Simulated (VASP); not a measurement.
Input of a VASP 6.6.1 run:

The input INCAR:

```
  PREC = Accurate
  ENCUT = 520
  EDIFF = 1E-6
  ISMEAR = 0
  SIGMA = 0.1
  LREAL = False
  LASPH = True
  NELM = 80
  ALGO = Fast
  ISIF = 2
  LWAVE = False
  LCHARG = False
  GGA = PE
  NBANDS = 34
```

KPOINTS

```
regular mesh
0
Gamma
  4 4 4
```

File POSCAR:

```
Hf4Cd
1.0
   -3.2187289170      3.2187289170      3.2187289170
    3.2187289170     -3.2187289170      3.2187289170
    3.2187289170      3.2187289170     -3.2187289170
Hf Cd
4 1
Direct
    0.0000000000      0.0000000000      0.5000000000
    0.0000000000      0.5000000000      0.0000000000
    0.5000000000      0.0000000000      0.0000000000
    0.5000000000      0.5000000000      0.5000000000
    0.0000000000      0.0000000000      0.0000000000
```

Potentials or basis: VASP PAW PBE potentials, release 64 (Hf_pv, Cd).

The run is started by

```console
$ cat potpaw_PBE.64/Hf_pv/POTCAR potpaw_PBE.64/Cd/POTCAR > POTCAR
$ mpirun -np 1 vasp_std > vasp.out
```

Task: What does it give for the pressure?

Result: -0.5 GPa.

Task: Estimate the band gap on the k mesh.

Result: Zero (bands 26 and 27 overlap by 1.09 eV).

Caveat: spin-orbit coupling is left out, which moves the levels of the heavy elements.
